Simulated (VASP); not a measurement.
# Li2Sc (Pccm) in VASP: further runs

Li2Sc is run at these levels: PBE; tasks: single point.

All numbers are computed with VASP 6.6.1; they aren't measurements. Logs are shortened: lines on timing, memory, paths and dates and some standing lists are left out, and cuts for length are marked.

## (1) The cell of the first run

Symmetry: Pccm, No. 49, orthorhombic system. The conventional cell has a = 3.012 Å, b = 8.233 Å, c = 5.488 Å, α = 90.00°, β = 90.00°, γ = 90.00°. Within 3.8 Å of Li (site symmetry m) lie 8 Li at 2.89 to 3.37 Å and 2 Sc at 2.94 to 3.44 Å. Sc (site symmetry 2/m) has 4 Sc at 2.74 to 3.01 Å and 4 Li at 2.94 to 3.44 Å within 3.6 Å.

## (2) Single point, PBE

The input, INCAR:

```
SYSTEM = Li2Sc
ALGO = Normal ; EDIFF = 1E-6
ENCUT = 520 ; GGA = PE
ISIF = 2 ; ISMEAR = 0
LASPH = .True. ; LCHARG = .True.
LELF = .True. ; LREAL = .False.
LVHAR = .True. ; LWAVE = .False.
NBANDS = 26 ; NELM = 60
PREC = Accurate ; SIGMA = 0.1
```

The input, KPOINTS:

```
k-points
0
Gamma
  6 2 4
  0 0 0
```

The input, POSCAR:

```
Li2Sc
1.0
    3.0120009784      0.0000000000      0.0000000000
    0.0000000000      8.2331807031      0.0000000000
    0.0000000000      0.0000000000      5.4876689926
Li Sc
4 2
Direct
    0.1764684952      0.1632002513      0.0000000000
    0.8235315048      0.8367997487      0.0000000000
    0.8235315048      0.1632002513      0.5000000000
    0.1764684952      0.8367997487      0.5000000000
    0.5000000000      0.5000000000      0.0000000000
    0.5000000000      0.5000000000      0.5000000000
```

Potentials or basis: VASP PAW PBE potentials, release 64 (Li_sv, Sc_sv).

The run is started by

```sh
$ cat potpaw_PBE.64/Li_sv/POTCAR potpaw_PBE.64/Sc_sv/POTCAR > POTCAR
$ mpirun -np 1 vasp_std > vasp.out
```

OUTCAR:

```text
SYSTEM = Li2Sc
   EDIFF = 1E-6
   ENCUT = 520
   GGA = PE
   ISIF = 2
   ISMEAR = 0
   LASPH = .True.
   LREAL = .False.
   NELM = 60
   PREC = Accurate

 ion  position               nearest neighbor table
   1  0.176  0.163  0.000-   5 2.94
   2  0.824  0.837  0.000-   5 2.94
   3  0.824  0.163  0.500-   6 2.94
   4  0.176  0.837  0.500-   6 2.94
   5  0.500  0.500  0.000-   6 2.74   6 2.74   1 2.94   2 2.94
   6  0.500  0.500  0.500-   5 2.74   5 2.74   3 2.94   4 2.94

  LATTYP: Found a simple orthorhombic cell.
 ALAT       =     3.0120009784
 B/A-ratio  =     1.8219346647
 C/A-ratio  =     2.7334588409

  Lattice vectors:

 A1 = (  -3.0120009784,   0.0000000000,   0.0000000000)
 A2 = (   0.0000000000,   0.0000000000,   5.4876689926)
 A3 = (   0.0000000000,   8.2331807031,   0.0000000000)

Analysis of symmetry for initial positions (statically):
=====================================================================
 Subroutine PRICEL returns:
 Original cell was already a primitive cell.

 Routine SETGRP: Setting up the symmetry group for a
 simple orthorhombic supercell.

 Subroutine GETGRP returns: Found  8 space group operations
 (whereof  4 operations were pure point group operations)
 out of a pool of  8 trial point group operations.

The static configuration has the point symmetry C_2h.
 The point group associated with its full space group is D_2h.

Analysis of symmetry for dynamics (positions and initial velocities):
=====================================================================
 Subroutine PRICEL returns:
 Original cell was already a primitive cell.

 Routine SETGRP: Setting up the symmetry group for a
 simple orthorhombic supercell.

 Subroutine GETGRP returns: Found  8 space group operations
 (whereof  4 operations were pure point group operations)
 out of a pool of  8 trial point group operations.

The dynamic configuration has the point symmetry C_2h.
 The point group associated with its full space group is D_2h.

 Subroutine INISYM returns: Found  8 space group operations
 (whereof  4 operations are pure point group operations),
 and found     1 'primitive' translations

----------------------------------------------------------------------------------------

                                     Primitive cell

  volume of cell :     136.0851

  direct lattice vectors                    reciprocal lattice vectors
     3.012000978  0.000000000  0.000000000     0.332005204  0.000000000  0.000000000
     0.000000000  8.233180703  0.000000000     0.000000000  0.121459742  0.000000000
     0.000000000  0.000000000  5.487668993     0.000000000  0.000000000  0.182226734

  length of vectors
     3.012000978  8.233180703  5.487668993     0.332005204  0.121459742  0.182226734

  position of ions in fractional coordinates (direct lattice)
     0.176468495  0.163200251  0.000000000
     0.823531505  0.836799749  0.000000000
     0.823531505  0.163200251  0.500000000
     0.176468495  0.836799749  0.500000000
     0.500000000  0.500000000  0.000000000
     0.500000000  0.500000000  0.500000000

  ion indices of the primitive-cell ions
   primitive index   ion index
                 1           1
                 2           2
                 3           3
                 4           4
                 5           5
                 6           6

----------------------------------------------------------------------------------------

 KPOINTS: k-points

Automatic generation of k-mesh.
 Grid dimensions read from file:
 generate k-points for:    6    2    4

 Generating k-lattice:

  Cartesian coordinates                     Fractional coordinates (reciprocal lattice)
     0.055334201  0.000000000  0.000000000     0.166666667  0.000000000  0.000000000
     0.000000000  0.060729871  0.000000000     0.000000000  0.500000000  0.000000000
     0.000000000  0.000000000  0.045556684     0.000000000  0.000000000  0.250000000

  Length of vectors
     0.055334201  0.060729871  0.045556684

  Shift w.r.t. Gamma in fractional coordinates (k-lattice)
     0.000000000  0.000000000  0.000000000

 Subroutine IBZKPT returns following result:
 ===========================================

 Found     24 irreducible k-points:

 Following reciprocal coordinates:
            Coordinates               Weight
  0.000000  0.000000  0.000000      1.000000
  0.166667  0.000000  0.000000      2.000000
  0.333333  0.000000  0.000000      2.000000
  0.500000  0.000000  0.000000      1.000000
  0.000000  0.500000  0.000000      1.000000
  0.166667  0.500000  0.000000      2.000000
[... 16 lines left out ...]
  0.333333  0.500000  0.500000      2.000000
  0.500000  0.500000  0.500000      1.000000
   k-points           NKPTS =     24   k-points in BZ     NKDIM =     24   number of bands    NBANDS=     26
   number of dos      NEDOS =    301   number of ions     NIONS =      6
   total plane-waves  NPLWV =  64512
   dimension x,y,z NGX =    24 NGY =   64 NGZ =   42
   dimension x,y,z NGXF=    48 NGYF=  128 NGZF=   84
   ions per type =               4   2
   NGX,Y,Z   is equivalent  to a cutoff of  13.25, 12.92, 12.72 a.u.
   NGXF,Y,Z  is equivalent  to a cutoff of  26.49, 25.85, 25.45 a.u.
 SYSTEM =  Li2Sc
   PREC   = accura    normal or accurate (medium, high low for compatibility)
   ISTART =      0    job   : 0-new  1-cont  2-samecut
   ICHARG =      2    charge: 1-file 2-atom 10-const
   ISPIN  =      1    spin polarized calculation?
   LNONCOLLINEAR =      F non collinear calculations
   LSORBIT =      F    spin-orbit coupling
   LASPH  =      T    aspherical Exc in radial PAW
   ENCUT  =  520.0 eV  38.22 Ry    6.18 a.u.   5.60 15.31 10.20*2*pi/ulx,y,z
   NELM   =     60;   NELMIN=  2; NELMDL= -5     # of ELM steps
   EDIFF  = 0.1E-05   stopping-criterion for ELM
   LREAL  =      F    real-space projection
   EDIFFG = 0.1E-04   stopping-criterion for IOM
   NSW    =      0    number of steps for IOM
   IBRION =     -1    ionic relax: 0-MD 1-quasi-New 2-CG
   NFREE  =      0    steps in history (QN), initial steepest desc. (CG)
   ISIF   =      2    stress and relaxation
   ISYM   =      2    0-nonsym 1-usesym 2-fastsym
   POTIM  = 0.5000    time-step for ionic-motion
   TEBEG  =    0.0;   TEEND  =   0.0 temperature during run
   PSTRESS=    0.0 pullay stress
   NELECT =      34.0000    total number of electrons
   NUPDOWN=      -1.0000    fix difference up-down
   EMIN   =  10.00;   EMAX   =-10.00  energy-range for DOS
   EFERMI =   0.00;   METHOD = LEGACY
   ISMEAR =     0;   SIGMA  =   0.10  broadening in eV -4-tet -1-fermi 0-gaus
   EFERMI_NEDOS =   21; number of points for ismear=-14 and -15
   IALGO  =     38    algorithm
   IMIX   =      4    mixing-type and parameters
     AMIX     =   0.40;   BMIX     =  1.00
     AMIX_MAG =   1.60;   BMIX_MAG =  1.00
  volume/ion in A,a.u.               =      22.68       153.06
  Fermi-wavevector in a.u.,A,eV,Ry     =   1.031092  1.948482 14.465055  1.063152
  Thomas-Fermi vector in A             =   2.165223
   LORBIT       =      0    0 simple, 1 ext, 2 COOP (PROOUT), +10 PAW based schemes
   GGA     = PE    functional components
   LHFCALC =     F    Hartree Fock is set to
   AEXX    =    0.0000 exact exchange contribution
   IVDW    =     0    specifies the selected vdW correction
   LEPSILON=     F    determine dielectric tensor
   LRPA    =     F    only Hartree local field effects (RPA)
 non-spin polarized calculation
 Gauss-broadening in eV      SIGMA  =   0.10
  energy-cutoff  :      520.00
  volume of cell :      136.09
 maximum number of plane-waves:      3698
 NGX is ok and might be reduce to    24
   NGX = 11   NGY = 31   NGZ = 21

 number of electron      33.9999976 magnetization

 Free energy of the ion-electron system (eV)
  ---------------------------------------------------
  ext. energy  EPLUGINS =         0.00000000
  ---------------------------------------------------
  free energy    TOTEN  =       -18.39514831 eV

  energy without entropy =      -18.35748861  energy(sigma->0) =      -18.37631846

 E-fermi :   1.5398     XC(G=0):  -7.9605

 val. band max:        1.5364058608   @ k =   0.5000   0.5000   0.0000
 cond. band min:       1.5556379123   @ k =   0.3333   0.5000   0.0000
 fundamental gap:      0.0192320515
 Fermi energy:         1.5398175908

 k-point     1 :       0.0000    0.0000    0.0000
  band No.  band energies     occupation
      1     -48.1161      2.00000
      2     -47.9749      2.00000
      3     -44.9926      2.00000
      4     -44.9855      2.00000
      5     -44.9812      2.00000
      6     -44.9748      2.00000
[... 18 lines left out ...]
     25       4.5448      0.00000
     26       4.7757      0.00000

 k-point     2 :       0.1667    0.0000    0.0000
  band No.  band energies     occupation
      1     -48.1031      2.00000
      2     -47.9627      2.00000
      3     -44.9901      2.00000
      4     -44.9835      2.00000
      5     -44.9796      2.00000
      6     -44.9737      2.00000
[... 18 lines left out ...]
     25       4.5860      0.00000
     26       5.0654      0.00000

 k-point     3 :       0.3333    0.0000    0.0000
  band No.  band energies     occupation
      1     -48.0770      2.00000
      2     -47.9383      2.00000
      3     -44.9851      2.00000
      4     -44.9796      2.00000
      5     -44.9764      2.00000
      6     -44.9716      2.00000
[... 18 lines left out ...]
     25       4.6181      0.00000
     26       4.8998      0.00000

 k-point     4 :       0.5000    0.0000    0.0000
  band No.  band energies     occupation
      1     -48.0639      2.00000
      2     -47.9260      2.00000
      3     -44.9824      2.00000
      4     -44.9775      2.00000
      5     -44.9749      2.00000
      6     -44.9707      2.00000
[... 18 lines left out ...]
     25       5.2380      0.00000
     26       5.2588      0.00000

 k-point     5 :       0.0000    0.5000    0.0000
  band No.  band energies     occupation
      1     -48.1161      2.00000
      2     -47.9749      2.00000
      3     -44.9926      2.00000
      4     -44.9854      2.00000
      5     -44.9812      2.00000
      6     -44.9748      2.00000
[... 18 lines left out ...]
     25       4.3456      0.00000
     26       4.7607      0.00000

 k-point     6 :       0.1667    0.5000    0.0000
  band No.  band energies     occupation
      1     -48.1031      2.00000
      2     -47.9627      2.00000
      3     -44.9901      2.00000
      4     -44.9835      2.00000
      5     -44.9796      2.00000
      6     -44.9736      2.00000
[... 427 lines left out ...]
 k-point    21 :       0.0000    0.5000    0.5000
  band No.  band energies     occupation
      1     -48.0461      2.00000
      2     -48.0461      2.00000
      3     -44.9869      2.00000
      4     -44.9869      2.00000
      5     -44.9801      2.00000
      6     -44.9801      2.00000
[... 18 lines left out ...]
     25       4.5022      0.00000
     26       4.5169      0.00000

 k-point    22 :       0.1667    0.5000    0.5000
  band No.  band energies     occupation
      1     -48.0335      2.00000
      2     -48.0335      2.00000
      3     -44.9849      2.00000
      4     -44.9849      2.00000
      5     -44.9786      2.00000
      6     -44.9786      2.00000
[... 18 lines left out ...]
     25       4.1521      0.00000
     26       4.1521      0.00000

 k-point    23 :       0.3333    0.5000    0.5000
  band No.  band energies     occupation
      1     -48.0082      2.00000
      2     -48.0082      2.00000
      3     -44.9807      2.00000
      4     -44.9807      2.00000
      5     -44.9756      2.00000
      6     -44.9756      2.00000
[... 18 lines left out ...]
     25       4.2375      0.00000
     26       4.2375      0.00000

 k-point    24 :       0.5000    0.5000    0.5000
  band No.  band energies     occupation
      1     -47.9955      2.00000
      2     -47.9955      2.00000
      3     -44.9786      2.00000
      4     -44.9786      2.00000
      5     -44.9742      2.00000
      6     -44.9742      2.00000
[... 18 lines left out ...]
     25       3.9606      0.00000
     26       3.9607      0.00000

------------------------ aborting loop because EDIFF is reached ----------------------------------------

  FORCE on cell =-STRESS in cart. coord.  units (eV):
  Direction    XX          YY          ZZ          XY          YZ          ZX
  --------------------------------------------------------------------------------------
  -------------------------------------------------------------------------------------
  Total       -0.2198165     -0.0610952      0.1699231     -0.0000000      0.0000000      0.0000000
  in kB       -2.5879757     -0.7192949      2.0005641     -0.0000000      0.0000000      0.0000000
  external PRESSURE =      -0.4355689 kB  Pullay stress =       0.0000000 kB

 VOLUME and BASIS-vectors are now :
 -----------------------------------------------------------------------------
  energy-cutoff  :      520.00
  volume of cell :      136.09
      direct lattice vectors                 reciprocal lattice vectors
     3.012000978  0.000000000  0.000000000     0.332005204  0.000000000  0.000000000
     0.000000000  8.233180703  0.000000000     0.000000000  0.121459742  0.000000000
     0.000000000  0.000000000  5.487668993     0.000000000  0.000000000  0.182226734

 POSITION                                       TOTAL-FORCE (eV/Angst)
 -----------------------------------------------------------------------------------
      0.53152      1.34366      0.00000         0.013276      0.032913     -0.000000
      2.48048      6.88952      0.00000        -0.013276     -0.032913      0.000000
      2.48048      1.34366      2.74383        -0.013276      0.032913      0.000000
      0.53152      6.88952      2.74383         0.013276     -0.032913     -0.000000
      1.50600      4.11659      0.00000        -0.000000      0.000000      0.000000
      1.50600      4.11659      2.74383        -0.000000      0.000000      0.000000
 -----------------------------------------------------------------------------------
    total drift:                                0.000000     -0.000000      0.000000

  FREE ENERGIE OF THE ION-ELECTRON SYSTEM (eV)
  ---------------------------------------------------
  free  energy   TOTEN  =       -18.3951483145 eV

  energy  without entropy=      -18.3574886083  energy(sigma->0) =      -18.37631846
```

Wall time 50 s (1 thread of Intel Xeon 6975P-C (Granite Rapids), shared host); peak memory 0.26 GiB.

Results:

```
Free energy            : -18.3951 eV
Largest force          : 0.035 eV/Å
Band gap on the k mesh : zero (band 17 reaches 2.13 eV, above the bottom of band 18 at 0.39 eV)
```

Forces on the atoms (eV/Å):
```
Li   0.013  0.033  0.000
Li  -0.013 -0.033  0.000
Li  -0.013  0.033  0.000
Li   0.013 -0.033  0.000
Sc   0.000  0.000  0.000
Sc   0.000  0.000  0.000
```

Caveat: the k points lie up to 0.38 Å⁻¹ apart; the cutoff is under 1.25 times the usual one of these potentials, so pressure, stress and relaxed cells hold a basis-set (Pulay) error.

## (3) Single point, PBE

This run uses another cell than the first one, of 22.52 Å³/atom, 0.993 times its volume.

The input, INCAR:

```
  PREC = Accurate
  ENCUT = 520
  EDIFF = 1E-6
  ISMEAR = 0
  SIGMA = 0.1
  LREAL = F
  LASPH = T
  NELM = 80
  ALGO = Normal
  ISIF = 2
  LWAVE = F
  LCHARG = F
  GGA = PE
  NBANDS = 26
```

The input, KPOINTS:

```
Automatic mesh
0
Gamma
  4 4 4
```

The input, POSCAR:

```
Li2Sc
1.0
    3.0239282721      0.0000000000      0.0000000000
    0.0000000000      8.1398923293      0.0000000000
    0.0000000000      0.0000000000      5.4894910184
Li Sc
4 2
Direct
    0.1753306156      0.1659972013      0.0000000000
    0.8246693844      0.8340027987      0.0000000000
    0.8246693844      0.1659972013      0.5000000000
    0.1753306156      0.8340027987      0.5000000000
    0.5000000000      0.5000000000      0.0000000000
    0.5000000000      0.5000000000      0.5000000000
```

Potentials or basis: VASP PAW PBE potentials, release 64 (Li_sv, Sc_sv).

The run is started by

```sh
$ cat potpaw_PBE.64/Li_sv/POTCAR potpaw_PBE.64/Sc_sv/POTCAR > POTCAR
$ mpirun -np 1 vasp_std > vasp.out
```

Run time: 44 s. Hardware: 1 thread of Intel Xeon 6975P-C (Granite Rapids), shared host; peak memory 0.27 GiB.

It converged, with:

```yaml
Free_energy: -18.4152 eV
Largest_force: 0.006 eV/Å
Band_gap_on_the_k_mesh: zero (band 17 reaches 2.11 eV, above the bottom of band 18 at 0.45 eV)
```

Forces on the atoms (eV/Å):
```
Li   0.005 -0.002  0.000
Li  -0.005  0.002  0.000
Li  -0.005 -0.002  0.000
Li   0.005  0.002  0.000
Sc   0.000  0.000  0.000
Sc   0.000  0.000  0.000
```

Levels at points of the mesh, in eV from the Fermi level:
```csv
k point,band 13,band 14,band 15,band 16,band 17,band 18,band 19,band 20,band 21,band 22
"(0.00, 0.00, 0.00)",-4.17,-2.23,-1.67,-0.82,-0.32,-0.24,-0.15,0.12,1.26,1.98
"(0.50, 0.00, 0.00)",-1.32,-1.17,-0.78,-0.17,-0.12,0.44,0.98,1.06,1.42,1.87
"(0.00, 0.50, 0.00)",-4.03,-2.94,-1.06,-0.59,-0.24,-0.24,-0.15,0.52,1.26,1.32
"(0.50, 0.50, 0.00)",-1.32,-0.96,-0.83,-0.20,-0.01,0.27,0.42,1.00,1.01,2.43
"(0.00, 0.00, 0.50)",-2.93,-2.93,-1.17,-1.17,-1.10,-1.10,0.66,0.66,1.05,1.05
"(0.50, 0.00, 0.50)",-0.62,-0.62,-0.22,-0.22,0.30,0.30,0.85,0.85,1.70,1.70
"(0.00, 0.50, 0.50)",-2.71,-2.71,-2.11,-2.11,0.19,0.19,0.20,0.20,0.99,0.99
"(0.50, 0.50, 0.50)",-0.62,-0.62,-0.15,-0.15,0.47,0.47,0.53,0.53,1.70,1.70
```

Caveat: the k points lie up to 0.52 Å⁻¹ apart; the cutoff is under 1.25 times the usual one of these potentials, so pressure, stress and relaxed cells hold a basis-set (Pulay) error.
